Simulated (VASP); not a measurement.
# Al4N3 (a cell with a defect) in VASP: a series of runs

Runs on Al4N3 (a cell with a defect). Level: PBE. Tasks: relaxation of the atoms.

Program: VASP 6.6.1. These are calculated values, not measurements. Logs are shortened: lines on timing, memory, paths and dates and some standing lists are left out, and cuts for length are marked.

## (1) The cell of the first run

The cell holds a defect, 7 atoms: a = 4.403 Å, b = 4.403 Å, c = 4.403 Å, α = 90.00°, β = 90.00°, γ = 90.00°.

## (2) Relaxation of the atoms, PBE

Contents of INCAR:

```
SYSTEM = Al4N3
PREC = Accurate
ENCUT = 520
EDIFF = 1E-6
ISMEAR = 0
SIGMA = 0.01
LREAL = .FALSE.
LASPH = .TRUE.
NELM = 60
ALGO = Normal
ISIF = 2
LWAVE = .FALSE.
LCHARG = .FALSE.
GGA = PE
IBRION = 2
NSW = 65
EDIFFG = -0.025
NELECT = 26.0
```

Contents of KPOINTS:

```
regular mesh
0
G
  3 3 3
  0 0 0
```

Contents of POSCAR:

```
Al4N3
1.0
    0.0000000000     -4.4031742015      0.0000000000
    0.0000000000      0.0000000000     -4.4031742015
    4.4031742015      0.0000000000      0.0000000000
Al N
4 3
Direct
   -0.0033696746     -0.0033696746     -0.0033696746
    0.5033696746     -0.0033696746      0.5033696746
   -0.0033696746      0.5033696746      0.5033696746
    0.5033696746      0.5033696746     -0.0033696746
    0.2500000000      0.7500000000      0.2500000000
    0.7500000000      0.2500000000      0.2500000000
    0.2500000000      0.2500000000      0.7500000000
```

Potentials or basis: VASP PAW PBE potentials, release 64 (Al, N).

Launch:

```console
$ cat potpaw_PBE.64/Al/POTCAR potpaw_PBE.64/N/POTCAR > POTCAR
$ mpirun -np 1 vasp_std > vasp.out
```

OUTCAR:

```text
SYSTEM = Al4N3
   PREC = Accurate
   ENCUT = 520
   EDIFF = 1E-6
   ISMEAR = 0
   LREAL = .FALSE.
   LASPH = .TRUE.
   NELM = 60
   ISIF = 2
   GGA = PE
   IBRION = 2
   NSW = 65
   EDIFFG = -0.025
   NELECT = 26.0

 ion  position               nearest neighbor table
   1  0.997  0.997  0.997-   6 1.92   7 1.92   5 1.92   2 3.07   3 3.07   4 3.07   2 3.11   4 3.11
                             3 3.11   4 3.11   2 3.11   3 3.11   2 3.16   3 3.16   4 3.16
   2  0.503  0.997  0.503-   6 1.92   7 1.92   5 1.92   1 3.07   3 3.07   4 3.07   3 3.11   4 3.11
                             1 3.11   4 3.11   1 3.11   3 3.11   4 3.16   3 3.16   1 3.16
   3  0.997  0.503  0.503-   6 1.92   7 1.92   5 1.92   1 3.07   2 3.07   4 3.07   2 3.11   4 3.11
                             1 3.11   4 3.11   1 3.11   2 3.11   4 3.16   2 3.16   1 3.16
   4  0.503  0.503  0.997-   6 1.92   7 1.92   5 1.92   1 3.07   2 3.07   3 3.07   2 3.11   3 3.11
                             1 3.11   2 3.11   1 3.11   3 3.11   2 3.16   3 3.16   1 3.16
   5  0.250  0.750  0.250-   1 1.92   2 1.92   3 1.92   4 1.92
   6  0.750  0.250  0.250-   1 1.92   2 1.92   3 1.92   4 1.92
   7  0.250  0.250  0.750-   1 1.92   2 1.92   3 1.92   4 1.92

  LATTYP: Found a simple cubic cell.
 ALAT       =     4.4031742015

  Lattice vectors:

 A1 = (   0.0000000000,  -4.4031742015,   0.0000000000)
 A2 = (   0.0000000000,   0.0000000000,  -4.4031742015)
 A3 = (   4.4031742015,   0.0000000000,   0.0000000000)

Analysis of symmetry for initial positions (statically):
=====================================================================
 Subroutine PRICEL returns:
 Original cell was already a primitive cell.

 Routine SETGRP: Setting up the symmetry group for a
 simple cubic supercell.

 Subroutine GETGRP returns: Found 24 space group operations
 (whereof  6 operations were pure point group operations)
 out of a pool of 48 trial point group operations.

The static configuration has the point symmetry C_3v.
 The point group associated with its full space group is T_d .

Analysis of symmetry for dynamics (positions and initial velocities):
=====================================================================
 Subroutine PRICEL returns:
 Original cell was already a primitive cell.

 Routine SETGRP: Setting up the symmetry group for a
 simple cubic supercell.

 Subroutine GETGRP returns: Found 24 space group operations
 (whereof  6 operations were pure point group operations)
 out of a pool of 48 trial point group operations.

The dynamic configuration has the point symmetry C_3v.
 The point group associated with its full space group is T_d .

 Subroutine INISYM returns: Found 24 space group operations
 (whereof  6 operations are pure point group operations),
 and found     1 'primitive' translations

----------------------------------------------------------------------------------------

                                     Primitive cell

  volume of cell :      85.3685

  direct lattice vectors                    reciprocal lattice vectors
     0.000000000 -4.403174201  0.000000000     0.000000000 -0.227108889  0.000000000
     0.000000000  0.000000000 -4.403174201     0.000000000  0.000000000 -0.227108889
     4.403174201  0.000000000  0.000000000     0.227108889  0.000000000  0.000000000

  length of vectors
     4.403174201  4.403174201  4.403174201     0.227108889  0.227108889  0.227108889

  position of ions in fractional coordinates (direct lattice)
     0.996630325  0.996630325  0.996630325
     0.503369675  0.996630325  0.503369675
     0.996630325  0.503369675  0.503369675
     0.503369675  0.503369675  0.996630325
     0.250000000  0.750000000  0.250000000
     0.750000000  0.250000000  0.250000000
     0.250000000  0.250000000  0.750000000

  ion indices of the primitive-cell ions
   primitive index   ion index
                 1           1
                 2           2
                 3           3
                 4           4
                 5           5
                 6           6
                 7           7

----------------------------------------------------------------------------------------

 KPOINTS: regular mesh

Automatic generation of k-mesh.
 Grid dimensions read from file:
 generate k-points for:    3    3    3

 Generating k-lattice:

  Cartesian coordinates                     Fractional coordinates (reciprocal lattice)
     0.000000000 -0.075702963  0.000000000     0.333333333  0.000000000  0.000000000
     0.000000000  0.000000000 -0.075702963     0.000000000  0.333333333  0.000000000
     0.075702963  0.000000000  0.000000000     0.000000000  0.000000000  0.333333333

  Length of vectors
     0.075702963  0.075702963  0.075702963

  Shift w.r.t. Gamma in fractional coordinates (k-lattice)
     0.000000000  0.000000000  0.000000000

 Subroutine IBZKPT returns following result:
 ===========================================

 Found      4 irreducible k-points:

 Following reciprocal coordinates:
            Coordinates               Weight
  0.000000  0.000000  0.000000      1.000000
  0.333333  0.000000  0.000000      6.000000
  0.333333  0.333333  0.000000     12.000000
  0.333333  0.333333  0.333333      8.000000
   k-points           NKPTS =      4   k-points in BZ     NKDIM =      4   number of bands    NBANDS=     17
   number of dos      NEDOS =    301   number of ions     NIONS =      7
   total plane-waves  NPLWV =  46656
   dimension x,y,z NGX =    36 NGY =   36 NGZ =   36
   dimension x,y,z NGXF=    72 NGYF=   72 NGZF=   72
   ions per type =               4   3
   NGX,Y,Z   is equivalent  to a cutoff of  13.59, 13.59, 13.59 a.u.
   NGXF,Y,Z  is equivalent  to a cutoff of  27.18, 27.18, 27.18 a.u.
 SYSTEM =  Al4N3
   PREC   = accura    normal or accurate (medium, high low for compatibility)
   ISTART =      0    job   : 0-new  1-cont  2-samecut
   ICHARG =      2    charge: 1-file 2-atom 10-const
   ISPIN  =      1    spin polarized calculation?
   LNONCOLLINEAR =      F non collinear calculations
   LSORBIT =      F    spin-orbit coupling
   LASPH  =      T    aspherical Exc in radial PAW
   ENCUT  =  520.0 eV  38.22 Ry    6.18 a.u.   8.19  8.19  8.19*2*pi/ulx,y,z
   NELM   =     60;   NELMIN=  2; NELMDL= -5     # of ELM steps
   EDIFF  = 0.1E-05   stopping-criterion for ELM
   LREAL  =      F    real-space projection
   EDIFFG = -.3E-01   stopping-criterion for IOM
   NSW    =     65    number of steps for IOM
   IBRION =      2    ionic relax: 0-MD 1-quasi-New 2-CG
   NFREE  =      1    steps in history (QN), initial steepest desc. (CG)
   ISIF   =      2    stress and relaxation
   ISYM   =      2    0-nonsym 1-usesym 2-fastsym
   POTIM  = 0.5000    time-step for ionic-motion
   TEBEG  =    0.0;   TEEND  =   0.0 temperature during run
   PSTRESS=    0.0 pullay stress
   NELECT =      26.0000    total number of electrons
   NUPDOWN=      -1.0000    fix difference up-down
   EMIN   =  10.00;   EMAX   =-10.00  energy-range for DOS
   EFERMI =   0.00;   METHOD = LEGACY
   ISMEAR =     0;   SIGMA  =   0.01  broadening in eV -4-tet -1-fermi 0-gaus
   EFERMI_NEDOS =   21; number of points for ismear=-14 and -15
   IALGO  =     38    algorithm
   IMIX   =      4    mixing-type and parameters
     AMIX     =   0.40;   BMIX     =  1.00
     AMIX_MAG =   1.60;   BMIX_MAG =  1.00
  volume/ion in A,a.u.               =      12.20        82.30
  Fermi-wavevector in a.u.,A,eV,Ry     =   1.101455  2.081448 16.506630  1.213203
  Thomas-Fermi vector in A             =   2.237882
   LORBIT       =      0    0 simple, 1 ext, 2 COOP (PROOUT), +10 PAW based schemes
   GGA     = PE    functional components
   LHFCALC =     F    Hartree Fock is set to
   AEXX    =    0.0000 exact exchange contribution
   IVDW    =     0    specifies the selected vdW correction
   LEPSILON=     F    determine dielectric tensor
   LRPA    =     F    only Hartree local field effects (RPA)
 conjugate gradient relaxation of ions
 non-spin polarized calculation
 Gauss-broadening in eV      SIGMA  =   0.01
  energy-cutoff  :      520.00
  volume of cell :       85.37
 maximum number of plane-waves:      2325
 NGX is ok and might be reduce to    36
   NGX = 17   NGY = 17   NGZ = 17

--------------------------------------- Ionic step        1  -------------------------------------------

 number of electron      25.9999998 magnetization

 Free energy of the ion-electron system (eV)
  ---------------------------------------------------
  ext. energy  EPLUGINS =         0.00000000
  ---------------------------------------------------
  free energy    TOTEN  =       -53.99314376 eV

  energy without entropy =      -53.99314376  energy(sigma->0) =      -53.99314376

------------------------ aborting loop because EDIFF is reached ----------------------------------------

  FORCE on cell =-STRESS in cart. coord.  units (eV):
  Direction    XX          YY          ZZ          XY          YZ          ZX
  --------------------------------------------------------------------------------------
  -------------------------------------------------------------------------------------
  Total      -12.4436698    -12.4436698    -12.4436698     -0.0000000     -0.0000000     -0.0000000
  in kB     -233.5400983   -233.5400983   -233.5400983     -0.0000000     -0.0000000     -0.0000000
  external PRESSURE =    -233.5400983 kB  Pullay stress =       0.0000000 kB
[... 67 lines left out ...]
  energy  without entropy=      -54.1619623977  energy(sigma->0) =      -54.16196240

--------------------------------------- Ionic step        3  -------------------------------------------

 number of electron      25.9999998 magnetization

 Free energy of the ion-electron system (eV)
  ---------------------------------------------------
  ext. energy  EPLUGINS =         0.00000000
  ---------------------------------------------------
  free energy    TOTEN  =       -54.16206734 eV

  energy without entropy =      -54.16206734  energy(sigma->0) =      -54.16206734

 E-fermi :   6.0778     XC(G=0): -10.2483

 val. band max:        6.0175680822   @ k =   0.3333   0.3333   0.0000
 cond. band min:       7.9385545897   @ k =   0.3333   0.0000   0.0000
 fundamental gap:      1.9209865075
 Fermi energy:         6.0778365831

 k-point     1 :       0.0000    0.0000    0.0000
  band No.  band energies     occupation
      1      -9.2900      2.00000
      2      -7.2096      2.00000
      3      -7.2096      2.00000
      4       0.8218      2.00000
      5       0.8218      2.00000
      6       0.8218      2.00000
[... 9 lines left out ...]
     16       8.8410      0.00000
     17      11.9079      0.00000
[... 92 lines left out ...]
  FREE ENERGIE OF THE ION-ELECTRON SYSTEM (eV)
  ---------------------------------------------------
  free  energy   TOTEN  =       -54.1620673357 eV

  energy  without entropy=      -54.1620673357  energy(sigma->0) =      -54.16206734

 reached required accuracy - stopping structural energy minimisation
```

Run time: 19 s. Hardware: 1 thread of Intel Xeon Platinum 8488C (Sapphire Rapids), shared host; peak memory 0.19 GiB.

What came out:

| Quantity | Value |
| --- | --- |
| Free energy | -54.1621 eV |
| Energy gained by relaxing | 24.1 meV/atom |
| Ionic steps | 3 |

The path:
| step | energy change (eV) | largest force (eV/Å) | pressure (GPa) |
| --- | --- | --- | --- |
| 1 | 0.0000 | 1.3373 | -23.35 |
| 2 | -0.1688 | 0.0338 | -20.09 |
| 3 | -0.1689 | 0.0002 | -20.14 |

Final structure:
```yaml
crystal:
  lattice:
    - [0.00000, -4.40317, 0.00000]
    - [0.00000, 0.00000, -4.40317]
    - [4.40317, 0.00000, 0.00000]
  atoms:
    - { symbol: Al, position: [0.00488, 0.00488, 0.00488] }
    - { symbol: Al, position: [0.49512, 0.00488, 0.49512] }
    - { symbol: Al, position: [0.00488, 0.49512, 0.49512] }
    - { symbol: Al, position: [0.49512, 0.49512, 0.00488] }
    - { symbol: N, position: [0.25000, 0.75000, 0.25000] }
    - { symbol: N, position: [0.75000, 0.25000, 0.25000] }
    - { symbol: N, position: [0.25000, 0.25000, 0.75000] }
```

Caveat: the k points lie up to 0.48 Å⁻¹ apart; the cell carries a net charge on a neutralising background, which shifts energy and pressure; the cell is charged against a uniform background, so pressure and absolute levels hang on convention.

## (3) Relaxation of the atoms, PBE, collinear spin, ferromagnetic start

Contents of INCAR:

```
PREC     = Accurate       # precision mode
ENCUT    = 520            # plane-wave cutoff, eV
EDIFF    = 1E-6           # SCF threshold, eV
ISMEAR   = 0              # smearing method
SIGMA    = 0.01           # smearing width, eV
LREAL    = F              # projectors in reciprocal space
LASPH    = T              # aspherical terms in the spheres
NELM     = 150            # most SCF steps
ALGO     = Normal         # electronic algorithm
ISIF     = 2              # what is computed and relaxed
LWAVE    = F              # write WAVECAR
LCHARG   = F              # write CHGCAR
ISPIN    = 2              # spin polarisation
MAGMOM   = 0.25 0.25 0.25 0.25 0 0 0 # initial moments
LORBIT   = 11             # projections on sites
GGA      = PE             # functional
IBRION   = 2              # ionic algorithm
NSW      = 65             # ionic steps
EDIFFG   = -0.025         # ionic threshold
```

Contents of KPOINTS:

```
regular mesh
0
Gamma
  3 3 3
```

Contents of POSCAR:

```
Al4N3
1.0
    0.0000000000     -4.4031742015      0.0000000000
    0.0000000000      0.0000000000     -4.4031742015
    4.4031742015      0.0000000000      0.0000000000
Al N
4 3
Direct
    0.0000000000      0.0000000000      0.0000000000
    0.5000000000      0.0000000000      0.5000000000
    0.0000000000      0.5000000000      0.5000000000
    0.5000000000      0.5000000000      0.0000000000
    0.2500000000      0.7500000000      0.2500000000
    0.7500000000      0.2500000000      0.2500000000
    0.2500000000      0.2500000000      0.7500000000
```

Potentials or basis: VASP PAW PBE potentials, release 64 (Al, N).

Launch:

```console
$ cat potpaw_PBE.64/Al/POTCAR potpaw_PBE.64/N/POTCAR > POTCAR
$ mpirun -np 1 vasp_std > vasp.out
```

Run time: 49 s. Hardware: 1 thread of Intel Xeon Platinum 8488C (Sapphire Rapids), shared host; peak memory 0.22 GiB.

The run converged. Its results:

* Free energy: -45.9686 eV
* Energy gained by relaxing: 2.6 meV/atom
* Ionic steps: 4
* Pressure after relaxing: -2.7 GPa
* Net moment: 0.48 μB per cell
* Site moments: Al +0.02; N +0.02 μB
* Valence electrons inside the program's atomic spheres: Al 0.77; N 3.81

The path:
| step | energy change (eV) | largest force (eV/Å) | pressure (GPa) |
| --- | --- | --- | --- |
| 1 | 0.0000 | 0.3293 | -1.37 |
| 2 | -0.0149 | 0.1875 | -2.28 |
| 3 | -0.0123 | 0.2487 | -3.27 |
| 4 | -0.0182 | 0.0001 | -2.68 |

Final structure:
```
Al N
1.0
     0.00000   -4.40317    0.00000
     0.00000    0.00000   -4.40317
     4.40317    0.00000    0.00000
Al N
4 3
Direct
  0.99673 0.99673 0.99673
  0.50327 0.99673 0.50327
  0.99673 0.50327 0.50327
  0.50327 0.50327 0.99673
  0.25000 0.75000 0.25000
  0.75000 0.25000 0.25000
  0.25000 0.25000 0.75000
```

Levels at points of the mesh, in eV from the Fermi level:
Spin up:
| k point | band 11 | band 12 | band 13 | band 14 | band 15 | band 16 | band 17 | band 18 |
| --- | --- | --- | --- | --- | --- | --- | --- | --- |
| (0.00, 0.00, 0.00) | -4.17 | -4.17 | -4.17 | -0.33 | -0.33 | 0.31 | 2.85 | 2.85 |
Spin down:
```csv
k point,band 11,band 12,band 13,band 14,band 15,band 16
"(0.00, 0.00, 0.00)",-4.13,-4.13,-4.13,0.00,0.00,0.35
```

Caveat: the k points lie up to 0.48 Å⁻¹ apart.

(Part 1 of 2 ends here.)
